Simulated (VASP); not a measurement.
# CsCdCl3 (P4/mmm) in VASP: notebook, part 3 of 3

VASP 6.6.1. Earlier steps stand in the parts before.

**5. Single point, LDA (strain +0.030 along x and y, +0.015 along z)**

File INCAR:

```
PREC = Accurate
ENCUT = 520
EDIFF = 1E-6
ISMEAR = 0
SIGMA = 0.05
LREAL = F
LASPH = T
NELM = 100
ALGO = Normal
ISIF = 2
LWAVE = F
LCHARG = F
NBANDS = 29
```

File KPOINTS:

```
regular mesh
0
Gamma
  6 6 6
```

File POSCAR:

```
CsCdCl3
1.0
    5.3560000000      0.0000000000      0.0000000000
    0.0000000000      5.3560000000      0.0000000000
    0.0000000000      0.0000000000      5.2780000000
Cs Cd Cl
1 1 3
Direct
    0.0000000000      0.0000000000      0.0000000000
    0.5000000000      0.5000000000      0.5000000000
    0.0000000000      0.5000000000      0.5000000000
    0.5000000000      0.0000000000      0.5000000000
    0.5000000000      0.5000000000      0.0000000000
```

Potentials or basis: VASP PAW LDA potentials, release 64 (Cs_sv, Cd, Cl).

Run with:

```
cat potpaw_LDA.64/Cs_sv/POTCAR potpaw_LDA.64/Cd/POTCAR potpaw_LDA.64/Cl/POTCAR > POTCAR
mpirun -np 1 vasp_std > vasp.out
```

OUTCAR:

```text
PREC = Accurate
   ENCUT = 520
   EDIFF = 1E-6
   ISMEAR = 0
   LREAL = F
   LASPH = T
   NELM = 100
   ISIF = 2

 ion  position               nearest neighbor table
   1  0.000  0.000  0.000-
   2  0.500  0.500  0.500-   5 2.64   5 2.64   3 2.68   4 2.68   4 2.68   3 2.68
   3  0.000  0.500  0.500-   2 2.68   2 2.68
   4  0.500  0.000  0.500-   2 2.68   2 2.68
   5  0.500  0.500  0.000-   2 2.64   2 2.64

  LATTYP: Found a simple tetragonal cell.
 ALAT       =     5.3560000000
 C/A-ratio  =     0.9854368932

  Lattice vectors:

 A1 = (   5.3560000000,   0.0000000000,   0.0000000000)
 A2 = (   0.0000000000,   5.3560000000,   0.0000000000)
 A3 = (   0.0000000000,   0.0000000000,   5.2780000000)

Analysis of symmetry for initial positions (statically):
=====================================================================
 Subroutine PRICEL returns:
 Original cell was already a primitive cell.

 Routine SETGRP: Setting up the symmetry group for a
 simple tetragonal supercell.

 Subroutine GETGRP returns: Found 16 space group operations
 (whereof 16 operations were pure point group operations)
 out of a pool of 16 trial point group operations.

The static configuration has the point symmetry D_4h.

Analysis of symmetry for dynamics (positions and initial velocities):
=====================================================================
 Subroutine PRICEL returns:
 Original cell was already a primitive cell.

 Routine SETGRP: Setting up the symmetry group for a
 simple tetragonal supercell.

 Subroutine GETGRP returns: Found 16 space group operations
 (whereof 16 operations were pure point group operations)
 out of a pool of 16 trial point group operations.

The dynamic configuration has the point symmetry D_4h.

 Subroutine INISYM returns: Found 16 space group operations
[... 115 lines left out ...]
   NUPDOWN=      -1.0000    fix difference up-down
   EMIN   =  10.00;   EMAX   =-10.00  energy-range for DOS
   EFERMI =   0.00;   METHOD = LEGACY
   ISMEAR =     0;   SIGMA  =   0.05  broadening in eV -4-tet -1-fermi 0-gaus
   EFERMI_NEDOS =   21; number of points for ismear=-14 and -15
   IALGO  =     38    algorithm
   IMIX   =      4    mixing-type and parameters
     AMIX     =   0.40;   BMIX     =  1.00
     AMIX_MAG =   1.60;   BMIX_MAG =  1.00
  volume/ion in A,a.u.               =      30.28       204.35
  Fermi-wavevector in a.u.,A,eV,Ry     =   1.067680  2.017623 15.509832  1.139940
  Thomas-Fermi vector in A             =   2.203304
   LORBIT       =      0    0 simple, 1 ext, 2 COOP (PROOUT), +10 PAW based schemes
   GGA     = CA    functional components
   LHFCALC =     F    Hartree Fock is set to
   AEXX    =    0.0000 exact exchange contribution
   IVDW    =     0    specifies the selected vdW correction
   LEPSILON=     F    determine dielectric tensor
   LRPA    =     F    only Hartree local field effects (RPA)
 non-spin polarized calculation
 Gauss-broadening in eV      SIGMA  =   0.05
  energy-cutoff  :      520.00
  volume of cell :      151.41
 maximum number of plane-waves:      4104
 NGX is ok and might be reduce to    40
   NGX = 19   NGY = 19   NGZ = 19

 number of electron      41.9999991 magnetization

 Free energy of the ion-electron system (eV)
  ---------------------------------------------------
  ext. energy  EPLUGINS =         0.00000000
  ---------------------------------------------------
  free energy    TOTEN  =       -16.61921664 eV

  energy without entropy =      -16.61921664  energy(sigma->0) =      -16.61921664

 E-fermi :  -0.4516     XC(G=0):  -8.8118

 val. band max:       -0.7232383264   @ k =   0.5000   0.5000   0.5000
 cond. band min:       0.6679804967   @ k =   0.0000   0.0000   0.0000
 fundamental gap:      1.3912188231
 Fermi energy:        -0.4516494064

 k-point     1 :       0.0000    0.0000    0.0000
  band No.  band energies     occupation
      1     -19.6008      2.00000
      2     -13.9108      2.00000
      3     -13.4576      2.00000
      4     -13.4042      2.00000
      5      -7.1910      2.00000
      6      -7.1910      2.00000
[... 757 lines left out ...]
     28       7.7626      0.00000
     29       7.8845      0.00000

 [... further k-points ...]
[... 5 lines left out ...]
  --------------------------------------------------------------------------------------
  -------------------------------------------------------------------------------------
  Total       -3.6707976     -3.6707976     -3.2771916      0.0000000     -0.0000000      0.0000000
  in kB      -38.8436916    -38.8436916    -34.6786274      0.0000000     -0.0000000      0.0000000
  external PRESSURE =     -37.4553368 kB  Pullay stress =       0.0000000 kB

 VOLUME and BASIS-vectors are now :
 -----------------------------------------------------------------------------
  energy-cutoff  :      520.00
  volume of cell :      151.41
      direct lattice vectors                 reciprocal lattice vectors
     5.356000000  0.000000000  0.000000000     0.186706497  0.000000000  0.000000000
     0.000000000  5.356000000  0.000000000     0.000000000  0.186706497  0.000000000
     0.000000000  0.000000000  5.278000000     0.000000000  0.000000000  0.189465707

 POSITION                                       TOTAL-FORCE (eV/Angst)
 -----------------------------------------------------------------------------------
      0.00000      0.00000      0.00000         0.000000      0.000000      0.000000
      2.67800      2.67800      2.63900         0.000000      0.000000      0.000000
      0.00000      2.67800      2.63900         0.000000      0.000000      0.000000
      2.67800      0.00000      2.63900         0.000000      0.000000      0.000000
      2.67800      2.67800      0.00000         0.000000      0.000000      0.000000
 -----------------------------------------------------------------------------------
    total drift:                                0.000000      0.000000     -0.000000

  FREE ENERGIE OF THE ION-ELECTRON SYSTEM (eV)
  ---------------------------------------------------
  free  energy   TOTEN  =       -16.6192166357 eV

  energy  without entropy=      -16.6192166357  energy(sigma->0) =      -16.61921664
```

OSZICAR:

```text
N       E                     dE             d eps       ncg     rms          rms(c)
DAV:   1     0.291662998945E+03    0.29166E+03   -0.19268E+04  2320   0.128E+03
DAV:   2     0.543945554658E+01   -0.28622E+03   -0.27737E+03  2898   0.271E+02
DAV:   3    -0.174327212011E+02   -0.22872E+02   -0.22791E+02  2727   0.795E+01
DAV:   4    -0.177275106958E+02   -0.29479E+00   -0.29456E+00  2930   0.100E+01
DAV:   5    -0.177316484369E+02   -0.41377E-02   -0.41375E-02  2887   0.119E+00    0.714E+00
DAV:   6    -0.167662752666E+02    0.96537E+00   -0.17768E+00  2995   0.130E+01    0.619E+00
DAV:   7    -0.166374990696E+02    0.12878E+00   -0.47726E-01  2763   0.516E+00    0.349E+00
DAV:   8    -0.166221589072E+02    0.15340E-01   -0.15832E-01  2963   0.307E+00    0.870E-01
DAV:   9    -0.166191537232E+02    0.30052E-02   -0.14013E-02  2748   0.109E+00    0.189E-01
DAV:  10    -0.166192150525E+02   -0.61329E-04   -0.15996E-03  2971   0.254E-01    0.555E-02
DAV:  11    -0.166192147283E+02    0.32424E-06   -0.17371E-04  2863   0.115E-01    0.341E-02
DAV:  12    -0.166192168995E+02   -0.21712E-05   -0.34151E-06  3000   0.150E-02    0.884E-03
DAV:  13    -0.166192166357E+02    0.26378E-06   -0.11169E-06  1697   0.757E-03
   1 F= -.16619217E+02 E0= -.16619217E+02  d E =-.295831E-16
```

Run time: 1.9 min. Hardware: 1 thread of Oxide Virtual Turin-like, shared host; peak memory 0.27 GiB.

What came out:

```
Free energy            : -16.6192 eV
Pressure               : -3.7 GPa
Band gap on the k mesh : 1.39 eV, indirect (least direct gap 1.81 eV)
```

Levels at points of the mesh, in eV from the valence-band top:
| k point | band 19 | band 20 | band 21 | band 22 | band 23 | band 24 |
| --- | --- | --- | --- | --- | --- | --- |
| (0.00, 0.00, 0.00) | -0.42 | -0.42 | -0.42 | 1.39 | 5.56 | 6.08 |
| (0.50, 0.00, 0.00) | -0.69 | -0.64 | -0.63 | 3.89 | 6.81 | 7.25 |
| (0.50, 0.50, 0.00) | -0.85 | -0.14 | -0.05 | 5.51 | 6.92 | 6.92 |
| (0.00, 0.00, 0.50) | -0.74 | -0.63 | -0.63 | 4.04 | 6.87 | 7.36 |
| (0.50, 0.00, 0.50) | -0.83 | -0.13 | -0.02 | 5.62 | 6.87 | 7.01 |
| (0.50, 0.50, 0.50) | -0.11 | -0.04 | 0.00 | 5.67 | 5.67 | 5.75 |

Caveat: the cell differs from its parent crystal (strain +0.030 along x and y, +0.015 along z); spin-orbit coupling is left out, which moves the levels of the heavy elements. A k mesh can miss the band edges.

**6. Overview**

| cell | gap on the mesh (eV) | pressure (GPa) |
| --- | --- | --- |
| a = 5.356, b = 5.356, c = 5.122 Å, 5 atoms | 1.40 | -2.9 |
| a = 5.356, b = 5.356, c = 5.200 Å, 5 atoms | 1.40 | -3.4 |
| a = 5.278, b = 5.278, c = 5.356 Å, 5 atoms | 1.42 | -3.4 |
| a = 5.356, b = 5.356, c = 5.278 Å, 5 atoms | 1.39 | -3.7 |

Alike in all rows: task single point; level LDA; potentials or basis VASP PAW LDA potentials, release 64 (Cs_sv, Cd, Cl); no spin polarisation; k mesh 6 × 6 × 6; cutoff (eV) 520; smearing gaussian 0.05 eV.

Caveats: spin-orbit coupling is left out, which moves the levels of the heavy elements.

Absolute energies hang on the potentials; compare differences alone.
